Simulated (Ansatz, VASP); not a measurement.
**Mo in VASP and in Ansatz**

Contents of POSCAR:

```
Mo
1.0
    2.8175757091      0.0000000000      0.0000000000
   -1.4087878546      2.4400921412      0.0000000000
    0.0000000000      0.0000000000      2.5551807000
Mo
1
Direct
    0.0000000000      0.0000000000      0.5000000000
```

The input INCAR.step1:

```
PREC = Accurate
ENCUT = 520
ISMEAR = 0
SIGMA = 0.15
LREAL = F
LASPH = T
NELM = 100
NBANDS = 13
GGA = PE
ALGO = Normal
EDIFF = 1E-4
LWAVE = T
LCHARG = F
```

INCAR.step2

```
PREC = Accurate
ENCUT = 520
EDIFF = 1E-6
ISMEAR = 0
SIGMA = 0.15
LREAL = F
LASPH = T
NELM = 100
ALGO = Normal
ISIF = 2
LWAVE = F
LCHARG = T
METAGGA = R2SCAN
LMIXTAU = T
LELF = T
LVHAR = T
NBANDS = 13
ISTART = 1
```

Contents of KPOINTS:

```
regular mesh
0
Gamma
  18 18 18
```

Input for Ansatz:

```yaml
crystal:
  lattice:
    - [2.8175757091, 0.0, 0.0]
    - [-1.4087878546, 2.4400921412, 0.0]
    - [0.0, 0.0, 2.5551807]
  atoms:
    - { symbol: Mo, position: [0.0, 0.0, 0.5] }
basis:
  ecutwfc: 500
kpoints:
  mp_grid: { grid: [18, 18, 18] }
hamiltonian:
  xc: r2scan
scf:
  occupations: { method: gaussian, width: 0.15 }
output:
  forces: true
  stress: true
  eigenvalues: true
```

Change from the starting cell: strain +0.030 along x and y, +0.000 along z, atoms carried along.

Alike in both runs: task single point; functional r2SCAN; k mesh 18 × 18 × 18; occupations gaussian, width 0.15 eV; no spin polarisation.

```csv
,VASP,Ansatz
version,VASP 6.6.1,Ansatz 0.2.0
potentials or method,"VASP PAW PBE potentials, release 64 (Mo_sv), cutoff 520 eV","scalar-relativistic, plane waves, PAW"
valence electrons in the cell,14,14
```

Ansatz gave:

| Quantity | Value |
| --- | --- |
| gap on the k mesh at the Fermi level (eV) | none |
| pressure (GPa) | -11.2 |
| traceless stress, the component that is largest in VASP (GPa) | 2.59 |

Question: Estimate VASP's values.

Answer: gap on the k mesh at the Fermi level (eV): none; pressure (GPa): -10.4; traceless stress, the component that is largest in VASP (GPa): 2.83.

VASP's potentials were made for PBE, not for r2SCAN. A gap of «none» marks a metal or a gap that the smearing closes.
